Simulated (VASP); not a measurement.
Write the native input for VASP 6.6.1 that does the following.

| Property | Result |
| --- | --- |
| Task | single point |
| Functional | PBEsol |
| Potentials or basis | VASP PAW PBE potentials, release 64 (Ga_d) |
| Cutoff | 520 eV |
| k mesh | 16 × 16 × 16 |
| Occupations | fermi-dirac, width 0.05 eV |
| Spin | no spin polarisation |
| Dipole correction | no |
| Further INCAR settings | ALGO = Normal; EDIFF = 1e-06; NBANDS = 12 |

The structure of Ga lies in POSCAR:

```
Ga
1.0
   -1.2162228878      1.2162228878      1.2162228878
    1.2162228878     -1.2162228878      1.2162228878
    1.2162228878      1.2162228878     -1.2162228878
Ga
1
Direct
    0.0000000000      0.0000000000      0.0000000000
```

This cell differs from its parent crystal: volume scaled by 0.4.

These files were run (other wordings do the same):

INCAR

```
ALGO     = Normal         # electronic algorithm
EDIFF    = 1E-6           # SCF threshold, eV
ENCUT    = 520            # plane-wave cutoff, eV
GGA      = PS             # functional
ISIF     = 2              # what is computed and relaxed
ISMEAR   = -1             # smearing method
LASPH    = True           # aspherical terms in the spheres
LCHARG   = False          # write CHGCAR
LREAL    = False          # projectors in reciprocal space
LWAVE    = False          # write WAVECAR
NBANDS   = 12             # bands
NELM     = 80             # most SCF steps
PREC     = Accurate       # precision mode
SIGMA    = 0.05           # smearing width, eV
```

KPOINTS

```
k-points
0
Gamma
  16 16 16
```

Potentials or basis: VASP PAW PBE potentials, release 64 (Ga_d).

Run with:

```console
$ cat potpaw_PBE.64/Ga_d/POTCAR > POTCAR
$ mpirun -np 1 vasp_std > vasp.out
```

It gave:

```yaml
Pressure: 480.6 GPa
```

Caveat: the PAW data sets were made with another functional, which shifts forces and pressure a little.

It took 3.1 s on 1 thread of Intel(R) Xeon(R) 6975P-C (Granite Rapids), with other jobs on the host, peak memory 0.12 GiB.
